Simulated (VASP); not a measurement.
Here is a VASP 6.6.1 calculation.

Contents of INCAR:

```
SYSTEM = Li3Pt
PREC = Accurate ; ENCUT = 750
EDIFF = 1E-6 ; ISMEAR = 1
SIGMA = 0.05 ; LREAL = .False.
LASPH = .True. ; NELM = 120
ALGO = Normal ; ISIF = 2
LWAVE = .False. ; LCHARG = .True.
GGA = CA ; LELF = .True.
LVHAR = .True. ; NBANDS = 18
GGA_COMPAT = .False.
```

File KPOINTS:

```
regular mesh
0
Gamma
  10 10 10
  0 0 0
```

Contents of POSCAR:

```
Li3Pt
1.0
   -1.9642750000      1.9642750000      3.6402980000
    1.9642750000     -1.9642750000      3.6402980000
    1.9642750000      1.9642750000     -3.6402980000
Li Pt
3 1
Direct
    0.7500000000      0.2500000000      0.5000000000
    0.2500000000      0.7500000000      0.5000000000
    0.5000000000      0.5000000000      0.0000000000
    0.0000000000      0.0000000000      0.0000000000
```

Potentials or basis: VASP PAW LDA potentials, release 64 (Li_sv, Pt).

The run is started by

```console
$ cat potpaw_LDA.64/Li_sv/POTCAR potpaw_LDA.64/Pt/POTCAR > POTCAR
$ mpirun -np 1 vasp_std > vasp.out
```

Task: What does it give for the pressure?

Result: -4.1 GPa.

Task: Predict the band gap on the k mesh.

Result: Zero (an odd number of electrons rules out a gap without spin polarisation).

Stress tensor (GPa, compression positive):
```
-3.91  0.00  0.00
 0.00 -3.91  0.00
 0.00  0.00 -4.46
```

Caveat: the cell stands under tension; spin-orbit coupling is left out, which moves the levels of the heavy elements.
